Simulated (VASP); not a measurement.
# Cu5W (F-43m) in VASP: a series of runs

The runs below take Cu5W through single point, with PBEsol.

Everything below comes from runs of VASP 6.6.1. Logs are shortened: lines on timing, memory, paths and dates and some standing lists are left out, and cuts for length are marked.

## (1) The cell of the first run

It takes space group F-43m (No. 216, cubic). The conventional cell has a = 6.738 Å, b = 6.738 Å, c = 6.738 Å, α = 90.00°, β = 90.00°, γ = 90.00°. W (site symmetry -43m) has 16 Cu at 2.79 to 2.92 Å within 3.7 Å. Within 3.7 Å of Cu (site symmetry -43m) lie 12 Cu at 2.79 Å and 4 W at 2.92 Å. Within 3.1 Å of Cu (site symmetry 3m) lie 9 Cu at 2.38 to 2.79 Å and 3 W at 2.79 Å.

## (2) Single point, PBEsol

Contents of INCAR:

```
ALGO = Normal
EDIFF = 1E-6
ENCUT = 520
GGA = PS
ISIF = 2
ISMEAR = -1
LASPH = T
LCHARG = F
LREAL = F
LWAVE = F
NBANDS = 44
NELM = 60
PREC = Accurate
SIGMA = 0.0202
```

Contents of KPOINTS:

```
k-points
0
Gamma
  5 5 5
```

Contents of POSCAR:

```
Cu5W
1.0
    0.0000000000      3.3691140000      3.3691140000
    3.3691140000      0.0000000000      3.3691140000
    3.3691140000      3.3691140000      0.0000000000
W Cu
1 5
Direct
    0.0000000000      0.0000000000      0.0000000000
    0.2500000000      0.2500000000      0.2500000000
    0.6250000000      0.6250000000      0.6250000000
    0.1250000000      0.6250000000      0.6250000000
    0.6250000000      0.6250000000      0.1250000000
    0.6250000000      0.1250000000      0.6250000000
```

Potentials or basis: VASP PAW PBE potentials, release 64 (W_sv, Cu).

On the command line:

```bash
> cat potpaw_PBE.64/W_sv/POTCAR potpaw_PBE.64/Cu/POTCAR > POTCAR
> mpirun -np 1 vasp_std > vasp.out
```

OUTCAR:

```text
EDIFF = 1E-6
   ENCUT = 520
   GGA = PS
   ISIF = 2
   ISMEAR = -1
   LASPH = T
   LREAL = F
   NELM = 60
   PREC = Accurate

 ion  position               nearest neighbor table
   1  0.000  0.000  0.000-   3 2.79   5 2.79   6 2.79   3 2.79   4 2.79   5 2.79   3 2.79   4 2.79
                             6 2.79   4 2.79   5 2.79   6 2.79   2 2.92   2 2.92   2 2.92   2 2.92
   2  0.250  0.250  0.250-   4 2.79   5 2.79   6 2.79   3 2.79   4 2.79   6 2.79   3 2.79   4 2.79
                             5 2.79   3 2.79   5 2.79   6 2.79   1 2.92   1 2.92   1 2.92   1 2.92
   3  0.625  0.625  0.625-   4 2.38   5 2.38   6 2.38   5 2.38   6 2.38   4 2.38   1 2.79   2 2.79
                             1 2.79   2 2.79   1 2.79   2 2.79
   4  0.125  0.625  0.625-   3 2.38   5 2.38   6 2.38   3 2.38   5 2.38   6 2.38   2 2.79   1 2.79
                             1 2.79   2 2.79   2 2.79   1 2.79
   5  0.625  0.625  0.125-   3 2.38   3 2.38   4 2.38   6 2.38   6 2.38   4 2.38   1 2.79   2 2.79
                             1 2.79   2 2.79   1 2.79   2 2.79
   6  0.625  0.125  0.625-   3 2.38   5 2.38   3 2.38   4 2.38   5 2.38   4 2.38   2 2.79   1 2.79
                             2 2.79   2 2.79   1 2.79   1 2.79

  LATTYP: Found a face centered cubic cell.
 ALAT       =     6.7382280000

  Lattice vectors:

 A1 = (   0.0000000000,   3.3691140000,   3.3691140000)
 A2 = (   3.3691140000,   0.0000000000,   3.3691140000)
 A3 = (   3.3691140000,   3.3691140000,   0.0000000000)

Analysis of symmetry for initial positions (statically):
=====================================================================
 Subroutine PRICEL returns:
 Original cell was already a primitive cell.

 Routine SETGRP: Setting up the symmetry group for a
 face centered cubic supercell.

 Subroutine GETGRP returns: Found 24 space group operations
 (whereof 24 operations were pure point group operations)
 out of a pool of 48 trial point group operations.

The static configuration has the point symmetry T_d .

Analysis of symmetry for dynamics (positions and initial velocities):
=====================================================================
 Subroutine PRICEL returns:
 Original cell was already a primitive cell.

 Routine SETGRP: Setting up the symmetry group for a
 face centered cubic supercell.

 Subroutine GETGRP returns: Found 24 space group operations
 (whereof 24 operations were pure point group operations)
 out of a pool of 48 trial point group operations.

The dynamic configuration has the point symmetry T_d .

 Subroutine INISYM returns: Found 24 space group operations
 (whereof 24 operations are pure point group operations),
 and found     1 'primitive' translations

----------------------------------------------------------------------------------------

                                     Primitive cell

  volume of cell :      76.4851

  direct lattice vectors                    reciprocal lattice vectors
     0.000000000  3.369114000  3.369114000    -0.148406970  0.148406970  0.148406970
     3.369114000  0.000000000  3.369114000     0.148406970 -0.148406970  0.148406970
     3.369114000  3.369114000  0.000000000     0.148406970  0.148406970 -0.148406970

  length of vectors
     4.764646712  4.764646712  4.764646712     0.257048412  0.257048412  0.257048412

  position of ions in fractional coordinates (direct lattice)
     0.000000000  0.000000000  0.000000000
     0.250000000  0.250000000  0.250000000
     0.625000000  0.625000000  0.625000000
     0.125000000  0.625000000  0.625000000
     0.625000000  0.625000000  0.125000000
     0.625000000  0.125000000  0.625000000

  ion indices of the primitive-cell ions
   primitive index   ion index
                 1           1
                 2           2
                 3           3
                 4           4
                 5           5
                 6           6

----------------------------------------------------------------------------------------

 KPOINTS: k-points

Automatic generation of k-mesh.
 Grid dimensions read from file:
 generate k-points for:    5    5    5

 Generating k-lattice:

  Cartesian coordinates                     Fractional coordinates (reciprocal lattice)
    -0.029681394  0.029681394  0.029681394     0.200000000  0.000000000  0.000000000
     0.029681394 -0.029681394  0.029681394     0.000000000  0.200000000  0.000000000
     0.029681394  0.029681394 -0.029681394     0.000000000  0.000000000  0.200000000

  Length of vectors
     0.051409682  0.051409682  0.051409682

  Shift w.r.t. Gamma in fractional coordinates (k-lattice)
     0.000000000  0.000000000  0.000000000

 Subroutine IBZKPT returns following result:
 ===========================================

 Found     10 irreducible k-points:

 Following reciprocal coordinates:
            Coordinates               Weight
  0.000000  0.000000  0.000000      1.000000
  0.200000  0.000000  0.000000      8.000000
  0.400000  0.000000  0.000000      8.000000
  0.200000  0.200000  0.000000      6.000000
  0.400000  0.200000  0.000000     24.000000
 -0.400000  0.200000  0.000000     24.000000
 -0.200000  0.200000  0.000000     12.000000
  0.400000  0.400000  0.000000      6.000000
 -0.400000  0.400000  0.000000     12.000000
 -0.400000  0.400000  0.200000     24.000000
   k-points           NKPTS =     10   k-points in BZ     NKDIM =     10   number of bands    NBANDS=     44
   number of dos      NEDOS =    301   number of ions     NIONS =      6
   total plane-waves  NPLWV =  46656
   dimension x,y,z NGX =    36 NGY =   36 NGZ =   36
   dimension x,y,z NGXF=    72 NGYF=   72 NGZF=   72
   ions per type =               1   5
   NGX,Y,Z   is equivalent  to a cutoff of  12.56, 12.56, 12.56 a.u.
   NGXF,Y,Z  is equivalent  to a cutoff of  25.12, 25.12, 25.12 a.u.
 SYSTEM =  unknown system
   PREC   = accura    normal or accurate (medium, high low for compatibility)
   ISTART =      0    job   : 0-new  1-cont  2-samecut
   ICHARG =      2    charge: 1-file 2-atom 10-const
   ISPIN  =      1    spin polarized calculation?
   LNONCOLLINEAR =      F non collinear calculations
   LSORBIT =      F    spin-orbit coupling
   LASPH  =      T    aspherical Exc in radial PAW
   ENCUT  =  520.0 eV  38.22 Ry    6.18 a.u.   8.86  8.86  8.86*2*pi/ulx,y,z
   NELM   =     60;   NELMIN=  2; NELMDL= -5     # of ELM steps
   EDIFF  = 0.1E-05   stopping-criterion for ELM
   LREAL  =      F    real-space projection
   EDIFFG = 0.1E-04   stopping-criterion for IOM
   NSW    =      0    number of steps for IOM
   IBRION =     -1    ionic relax: 0-MD 1-quasi-New 2-CG
   NFREE  =      0    steps in history (QN), initial steepest desc. (CG)
   ISIF   =      2    stress and relaxation
   ISYM   =      2    0-nonsym 1-usesym 2-fastsym
   POTIM  = 0.5000    time-step for ionic-motion
   TEBEG  =    0.0;   TEEND  =   0.0 temperature during run
   PSTRESS=    0.0 pullay stress
   NELECT =      69.0000    total number of electrons
   NUPDOWN=      -1.0000    fix difference up-down
   EMIN   =  10.00;   EMAX   =-10.00  energy-range for DOS
   EFERMI =   0.00;   METHOD = LEGACY
   ISMEAR =    -1;   SIGMA  =   0.02  broadening in eV -4-tet -1-fermi 0-gaus
   EFERMI_NEDOS =   21; number of points for ismear=-14 and -15
   IALGO  =     38    algorithm
   IMIX   =      4    mixing-type and parameters
     AMIX     =   0.40;   BMIX     =  1.00
     AMIX_MAG =   1.60;   BMIX_MAG =  1.00
  volume/ion in A,a.u.               =      12.75        86.02
  Fermi-wavevector in a.u.,A,eV,Ry     =   1.581851  2.989264 34.045200  2.502252
  Thomas-Fermi vector in A             =   2.681863
   LORBIT       =      0    0 simple, 1 ext, 2 COOP (PROOUT), +10 PAW based schemes
   GGA     = PS    functional components
   LHFCALC =     F    Hartree Fock is set to
   AEXX    =    0.0000 exact exchange contribution
   IVDW    =     0    specifies the selected vdW correction
   LEPSILON=     F    determine dielectric tensor
   LRPA    =     F    only Hartree local field effects (RPA)
 non-spin polarized calculation
  energy-cutoff  :      520.00
  volume of cell :       76.49
 maximum number of plane-waves:      2085
   NGX = 17   NGY = 17   NGZ = 17

 number of electron      69.0000046 magnetization

 Free energy of the ion-electron system (eV)
  ---------------------------------------------------
  ext. energy  EPLUGINS =         0.00000000
  ---------------------------------------------------
  free energy    TOTEN  =       -32.96146886 eV

  energy without entropy =      -32.94887247  energy(sigma->0) =      -32.95517067

 E-fermi :   8.2107     XC(G=0): -12.9906

 val. band max:        8.2087990910   @ k =   0.4000   0.0000   0.0000
 cond. band min:       8.2110431145   @ k =   0.4000   0.4000   0.0000
 fundamental gap:      0.0022440236
 Fermi energy:         8.2106665208

 k-point     1 :       0.0000    0.0000    0.0000
  band No.  band energies     occupation
      1     -66.4864      2.00000
      2     -30.5943      2.00000
      3     -30.5943      2.00000
      4     -30.5943      2.00000
      5      -1.4158      2.00000
      6       2.4349      2.00000
[... 36 lines left out ...]
     43      14.7261      0.00000
     44      15.5761      0.00000

 k-point     2 :       0.2000    0.0000    0.0000
  band No.  band energies     occupation
      1     -66.4864      2.00000
      2     -30.5953      2.00000
      3     -30.5944      2.00000
      4     -30.5944      2.00000
      5      -0.9710      2.00000
      6       2.5024      2.00000
[... 36 lines left out ...]
     43      14.6909      0.00000
     44      15.4555      0.00000

 k-point     3 :       0.4000    0.0000    0.0000
  band No.  band energies     occupation
      1     -66.4864      2.00000
      2     -30.5969      2.00000
      3     -30.5945      2.00000
      4     -30.5945      2.00000
      5       0.2520      2.00000
      6       1.9235      2.00000
[... 318 lines left out ...]
     43      16.4276      0.00000
     44      17.5071      0.00000

 k-point    10 :      -0.4000    0.4000    0.2000
  band No.  band energies     occupation
      1     -66.4863      2.00000
      2     -30.5964      2.00000
      3     -30.5956      2.00000
      4     -30.5950      2.00000
      5       1.1958      2.00000
      6       2.4237      2.00000
[... 36 lines left out ...]
     43      16.5123      0.00000
     44      17.2170      0.00000

------------------------ aborting loop because EDIFF is reached ----------------------------------------

  FORCE on cell =-STRESS in cart. coord.  units (eV):
  Direction    XX          YY          ZZ          XY          YZ          ZX
  --------------------------------------------------------------------------------------
  -------------------------------------------------------------------------------------
  Total       -3.8820722     -3.8820722     -3.8820722      0.0000000     -0.0000000      0.0000000
  in kB      -81.3199442    -81.3199442    -81.3199442      0.0000000     -0.0000000      0.0000000
  external PRESSURE =     -81.3199442 kB  Pullay stress =       0.0000000 kB

 VOLUME and BASIS-vectors are now :
 -----------------------------------------------------------------------------
  energy-cutoff  :      520.00
  volume of cell :       76.49
      direct lattice vectors                 reciprocal lattice vectors
     0.000000000  3.369114000  3.369114000    -0.148406970  0.148406970  0.148406970
     3.369114000  0.000000000  3.369114000     0.148406970 -0.148406970  0.148406970
     3.369114000  3.369114000  0.000000000     0.148406970  0.148406970 -0.148406970

 POSITION                                       TOTAL-FORCE (eV/Angst)
 -----------------------------------------------------------------------------------
      0.00000      0.00000      0.00000         0.000000      0.000000      0.000000
      1.68456      1.68456      1.68456         0.000000      0.000000      0.000000
      4.21139      4.21139      4.21139         0.001434      0.001434      0.001434
      4.21139      2.52684      2.52684         0.001434     -0.001434     -0.001434
      2.52684      2.52684      4.21139        -0.001434     -0.001434      0.001434
      2.52684      4.21139      2.52684        -0.001434      0.001434     -0.001434
 -----------------------------------------------------------------------------------
    total drift:                               -0.000001     -0.000001     -0.000001

  FREE ENERGIE OF THE ION-ELECTRON SYSTEM (eV)
  ---------------------------------------------------
  free  energy   TOTEN  =       -32.9614688583 eV

  energy  without entropy=      -32.9488724719  energy(sigma->0) =      -32.95517067
```

Wall time 31 s (1 thread of Intel Xeon Platinum 8488C (Sapphire Rapids), shared host); peak memory 0.21 GiB.

What came out:

```
Free energy : -32.9615 eV
Pressure    : -8.1 GPa
```

Caveat: the PAW data sets were made with another functional, which shifts forces and pressure a little; spin-orbit coupling is left out, which moves the levels of the heavy elements.

## (3) Single point, PBEsol

Contents of INCAR:

```
PREC = Accurate
ENCUT = 520
EDIFF = 1E-7
ISMEAR = 1
SIGMA = 0.025
LREAL = False
LASPH = True
NELM = 60
ALGO = Normal
ISIF = 2
LWAVE = False
LCHARG = False
GGA = PS
NBANDS = 44
```

Contents of KPOINTS:

```
regular mesh
0
Gamma
  5 5 5
```

POSCAR is that of step 2.

Potentials or basis: VASP PAW PBE potentials, release 64 (W_sv, Cu).

On the command line:

```bash
> cat potpaw_PBE.64/W_sv/POTCAR potpaw_PBE.64/Cu/POTCAR > POTCAR
> mpirun -np 1 vasp_std > vasp.out
```

OUTCAR:

```text
PREC = Accurate
   ENCUT = 520
   EDIFF = 1E-7
   ISMEAR = 1
   LREAL = False
   LASPH = True
   NELM = 60
   ISIF = 2
   GGA = PS

 ion  position               nearest neighbor table
   1  0.000  0.000  0.000-   3 2.79   5 2.79   6 2.79   3 2.79   4 2.79   5 2.79   3 2.79   4 2.79
                             6 2.79   4 2.79   5 2.79   6 2.79   2 2.92   2 2.92   2 2.92   2 2.92
   2  0.250  0.250  0.250-   4 2.79   5 2.79   6 2.79   3 2.79   4 2.79   6 2.79   3 2.79   4 2.79
                             5 2.79   3 2.79   5 2.79   6 2.79   1 2.92   1 2.92   1 2.92   1 2.92
   3  0.625  0.625  0.625-   4 2.38   5 2.38   6 2.38   5 2.38   6 2.38   4 2.38   1 2.79   2 2.79
                             1 2.79   2 2.79   1 2.79   2 2.79
[... 666 lines left out ...]
  Total       -3.8938079     -3.8938079     -3.8938079     -0.0000000      0.0000000     -0.0000000
  in kB      -81.5657790    -81.5657790    -81.5657790     -0.0000000      0.0000000     -0.0000000
  external PRESSURE =     -81.5657790 kB  Pullay stress =       0.0000000 kB

 VOLUME and BASIS-vectors are now :
 -----------------------------------------------------------------------------
  energy-cutoff  :      520.00
  volume of cell :       76.49
      direct lattice vectors                 reciprocal lattice vectors
     0.000000000  3.369114000  3.369114000    -0.148406970  0.148406970  0.148406970
     3.369114000  0.000000000  3.369114000     0.148406970 -0.148406970  0.148406970
     3.369114000  3.369114000  0.000000000     0.148406970  0.148406970 -0.148406970

 POSITION                                       TOTAL-FORCE (eV/Angst)
 -----------------------------------------------------------------------------------
      0.00000      0.00000      0.00000        -0.000000      0.000000     -0.000000
      1.68456      1.68456      1.68456        -0.000000      0.000000      0.000000
      4.21139      4.21139      4.21139         0.000781      0.000781      0.000781
      4.21139      2.52684      2.52684         0.000781     -0.000781     -0.000781
      2.52684      2.52684      4.21139        -0.000781     -0.000781      0.000781
      2.52684      4.21139      2.52684        -0.000781      0.000781     -0.000781
 -----------------------------------------------------------------------------------
    total drift:                               -0.000001     -0.000001     -0.000001

  FREE ENERGIE OF THE ION-ELECTRON SYSTEM (eV)
  ---------------------------------------------------
  free  energy   TOTEN  =       -32.9535818630 eV

  energy  without entropy=      -32.9519387621  energy(sigma->0) =      -32.95303416
```

OSZICAR:

```text
N       E                     dE             d eps       ncg     rms          rms(c)
DAV:   1     0.636840174797E+03    0.63684E+03   -0.30228E+04   896   0.256E+03
DAV:   2     0.379758443243E+02   -0.59886E+03   -0.58194E+03   880   0.516E+02
DAV:   3    -0.366050449143E+02   -0.74581E+02   -0.70502E+02   964   0.214E+02
DAV:   4    -0.403319310875E+02   -0.37269E+01   -0.35755E+01  1356   0.550E+01
DAV:   5    -0.403867923497E+02   -0.54861E-01   -0.54778E-01  1288   0.652E+00    0.260E+01
DAV:   6    -0.386007230131E+02    0.17861E+01   -0.72947E+01   968   0.168E+02    0.150E+01
DAV:   7    -0.330185628671E+02    0.55822E+01   -0.24254E+01  1140   0.924E+01    0.274E+00
DAV:   8    -0.330029985492E+02    0.15564E-01   -0.21341E+00  1172   0.197E+01    0.160E+00
DAV:   9    -0.329876641928E+02    0.15334E-01   -0.25718E-01  1052   0.172E+01    0.130E+00
DAV:  10    -0.329636729364E+02    0.23991E-01   -0.67633E-02  1144   0.875E+00    0.721E-01
DAV:  11    -0.329561965778E+02    0.74764E-02   -0.50626E-02  1304   0.363E+00    0.489E-01
DAV:  12    -0.329537426138E+02    0.24540E-02   -0.74100E-03  1176   0.180E+00    0.159E-01
DAV:  13    -0.329535922738E+02    0.15034E-03   -0.12261E-03  1176   0.473E-01    0.587E-02
DAV:  14    -0.329535957873E+02   -0.35136E-05   -0.17217E-04  1072   0.136E-01    0.427E-02
DAV:  15    -0.329535846558E+02    0.11132E-04   -0.73106E-05  1176   0.204E-01    0.150E-02
DAV:  16    -0.329535827493E+02    0.19064E-05   -0.36070E-05  1020   0.112E-01    0.633E-03
DAV:  17    -0.329535818119E+02    0.93746E-06   -0.27418E-06  1112   0.364E-02    0.183E-03
DAV:  18    -0.329535818630E+02   -0.51179E-07   -0.71025E-07   976   0.124E-02
   1 F= -.32953582E+02 E0= -.32953034E+02  d E =-.164310E-02
```

Wall time 42 s (1 thread of Intel Xeon Platinum 8488C (Sapphire Rapids), shared host); peak memory 0.21 GiB.

What came out:

```
Free energy : -32.9536 eV
Pressure    : -8.2 GPa
```

Levels at points of the mesh, in eV from the Fermi level:
```tsv
k point	band 33	band 34	band 35	band 36	band 37	band 38
(0.00, 0.00, 0.00)	-1.63	-0.65	-0.65	-0.35	3.16	3.16
```

Caveat: the PAW data sets were made with another functional, which shifts forces and pressure a little; spin-orbit coupling is left out, which moves the levels of the heavy elements.

## (4) Single point, PBEsol

Contents of INCAR:

```
ALGO = Normal ; EDIFF = 1E-6
ENCUT = 520 ; GGA = PS
ISIF = 2 ; ISMEAR = -1
LASPH = True ; LCHARG = False
LREAL = False ; LWAVE = False
NBANDS = 44 ; NELM = 100
PREC = Accurate ; SIGMA = 0.0202
```

Contents of KPOINTS:

```
k-points
0
Gamma
  8 8 8
```

POSCAR is that of step 3.

On the command line:

```bash
> cat potpaw_PBE.64/W_sv/POTCAR potpaw_PBE.64/Cu/POTCAR > POTCAR
> mpirun -np 1 vasp_std > vasp.out
```

Wall time 1.9 min (1 thread of Intel Xeon Platinum 8488C (Sapphire Rapids), shared host); peak memory 0.24 GiB.

The run converged. Its results:

```
Free energy : -32.9658 eV
Pressure    : -8.2 GPa
```

Levels at points of the mesh, in eV from the Fermi level:
```csv
k point,band 33,band 34,band 35,band 36,band 37,band 38
"(0.00, 0.00, 0.00)",-1.66,-0.67,-0.67,-0.40,3.13,3.13
"(0.50, 0.00, 0.00)",-1.00,-0.76,0.05,0.05,1.03,1.71
"(0.50, 0.50, 0.00)",-0.42,-0.24,-0.24,0.04,0.31,0.31
```

Caveat: the PAW data sets were made with another functional, which shifts forces and pressure a little; spin-orbit coupling is left out, which moves the levels of the heavy elements.

[end of part 1 of 2]
